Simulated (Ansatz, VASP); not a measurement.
## Au: VASP beside Ansatz

```
Au
1.0
     2.91587    0.00000    0.00000
    -1.45793    2.52522    0.00000
     0.00000    0.00000    4.89139
Au
2
Cartesian
  0.0000 1.6835 3.6685
  1.4579 0.8417 1.2228
```

Alike in both runs: functional PBE; k mesh 18 × 18 × 10; occupations fermi-dirac, width 0.15 eV; no spin polarisation.

Ansatz relaxed the structure, and its values are those at the end. VASP's run is a single point on that final structure, the one shown.

```csv
,VASP,Ansatz
version,VASP 6.6.1,Ansatz 0.2.0
potentials or method,"VASP PAW PBE potentials, release 64 (Au), cutoff 520 eV","scalar-relativistic, plane waves, PAW"
valence electrons in the cell,22,38
```

Ansatz gave:

```
gap on the k mesh at the Fermi level (eV) : none
pressure (GPa)                            : 0.0
```

**Question.** Which values does VASP return?

**Answer.** gap on the k mesh at the Fermi level (eV): none; pressure (GPa): -0.2.

A gap of «none» marks a metal or a gap that the smearing closes. VASP's potentials hold 22 valence electrons a cell and Ansatz's 38, so a difference there can come from the potentials and not from the codes.

Neither program's run includes spin-orbit coupling.
